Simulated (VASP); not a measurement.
NaLiICl, 4 atoms in the cell. The structure is tetragonal, space group P4/mmm (No. 123). Conventional cell: a = 4.092 Å, b = 4.092 Å, c = 6.215 Å, α = 90.00°, β = 90.00°, γ = 90.00°. Within 3.8 Å of Na (site symmetry 4/mmm) lie 4 Cl at 2.89 Å and 2 I at 3.11 Å. Within 3.8 Å of Li (site symmetry 4/mmm) lie 4 I at 2.89 Å and 2 Cl at 3.11 Å. I (site symmetry 4/mmm) has 4 Li at 2.89 Å and 2 Na at 3.11 Å within 3.8 Å. Within 3.8 Å of Cl (site symmetry 4/mmm) lie 4 Na at 2.89 Å and 2 Li at 3.11 Å. 

```yaml
Program: VASP 6.6.1
Task: single point
Functional: LDA
Potentials_or_basis: VASP PAW LDA potentials, release 64 (Na_pv, Li_sv, I, Cl)
Cutoff: 520 eV
k_mesh: 6 × 6 × 4
Occupations: gaussian, width 0.05 eV
Spin: no spin polarisation
Dipole_correction: no
Further_INCAR_settings: ALGO = Normal; EDIFF = 1e-07; NBANDS = 20
```

Potentials or basis: VASP PAW LDA potentials, release 64 (Na_pv, Li_sv, I, Cl).

Launch:

```sh
$ cat potpaw_LDA.64/Na_pv/POTCAR potpaw_LDA.64/Li_sv/POTCAR potpaw_LDA.64/I/POTCAR potpaw_LDA.64/Cl/POTCAR > POTCAR
$ mpirun -np 1 vasp_std > vasp.out
```

Hardware: 1 thread of Intel(R) Xeon(R) Platinum 8259CL CPU @ 2.50GHz (Skylake/Cascade Lake), on a shared host.

Q: Estimate the wall time of this run.

A: Run time: 40 s on 1 thread of Intel(R) Xeon(R) Platinum 8259CL CPU @ 2.50GHz (Skylake/Cascade Lake), with other jobs on the host, peak memory 0.21 GiB. Counts: scf iterations 13, k points 30.
